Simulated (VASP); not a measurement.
A run of VASP 6.6.1 is set up as follows.

File INCAR:

```
  PREC = Accurate
  ENCUT = 520
  EDIFF = 1E-7
  ISMEAR = 0
  SIGMA = 0.2
  LREAL = False
  LASPH = True
  NELM = 60
  ALGO = Normal
  ISIF = 2
  LWAVE = False
  LCHARG = False
  GGA = PE
  NBANDS = 30
```

KPOINTS

```
regular mesh
0
Gamma
  6 4 4
```

POSCAR

```
P
1.0
    0.0009516805     -0.0025825679      3.3109918508
    1.7796820491     -5.6632804956      0.0024358592
    7.3371469790      6.4152372986     -0.0048012230
P
8
Direct
   -0.0003639287      0.2009230055      0.5177034853
   -0.0003578271      0.7013343766      1.0178241920
    0.5003255605      0.6353308844      0.3190492231
    0.5003787744      0.1356582691      0.8192210077
    0.0003851826      0.2996599514     -0.0177954796
    0.0003292404      0.7992152061      0.4820630424
    0.4996631695      0.8640616954      0.1810445358
    0.4996398283      0.3638166113      0.6808899931
```

Potentials or basis: VASP PAW PBE potentials, release 64 (P).

Command:

```console
$ cat potpaw_PBE.64/P/POTCAR > POTCAR
$ mpirun -np 1 vasp_std > vasp.out
```

Estimate the band gap on the k mesh.

0.27 eV.

What does it give for the largest force?

0.080 eV/Å.

Estimate the pressure.

-0.3 GPa.

Stress tensor (GPa, compression positive):
```
-0.41  0.08  0.00
 0.08 -0.36  0.01
 0.00  0.01 -0.25
```

Caveat: semilocal functionals underestimate gaps, and a narrow one can read as zero. A k mesh can miss the band edges.
